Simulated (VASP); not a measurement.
A run of VASP 6.6.1:

File INCAR:

```
SYSTEM = SiNi3
PREC = Accurate
ENCUT = 520
EDIFF = 1E-6
ISMEAR = 0
SIGMA = 0.1
LREAL = .FALSE.
LASPH = .TRUE.
NELM = 150
ALGO = Normal
ISIF = 2
LWAVE = .FALSE.
LCHARG = .FALSE.
ISPIN = 2
MAGMOM = 0 2 2 2
LORBIT = 11
LMAXMIX = 4
GGA = PS
NBANDS = 29
```

The input KPOINTS:

```
Automatic mesh
0
G
  6 6 6
  0 0 0
```

File POSCAR:

```
SiNi3
1.0
    3.5420000000      0.0000000000      0.0000000000
    0.0000000000      3.5420000000      0.0000000000
    0.0000000000      0.0000000000      3.5420000000
Si Ni
1 3
Direct
    0.0000000000      0.0000000000      0.0000000000
    0.0000000000      0.5000000000      0.5000000000
    0.5000000000      0.0000000000      0.5000000000
    0.5000000000      0.5000000000      0.0000000000
```

Potentials or basis: VASP PAW PBE potentials, release 64 (Si, Ni).

The run is started by

```bash
$ cat potpaw_PBE.64/Si/POTCAR potpaw_PBE.64/Ni/POTCAR > POTCAR
$ mpirun -np 1 vasp_std > vasp.out
```

Hardware: 1 thread of Intel(R) Xeon(R) 6975P-C (Granite Rapids), with other jobs on the host.

Problem. Estimate the wall time of this run.

Solution. Run time: 34 s on 1 thread of Intel(R) Xeon(R) 6975P-C (Granite Rapids), with other jobs on the host, peak memory 0.19 GiB. Counts: scf iterations 14, k points 20.
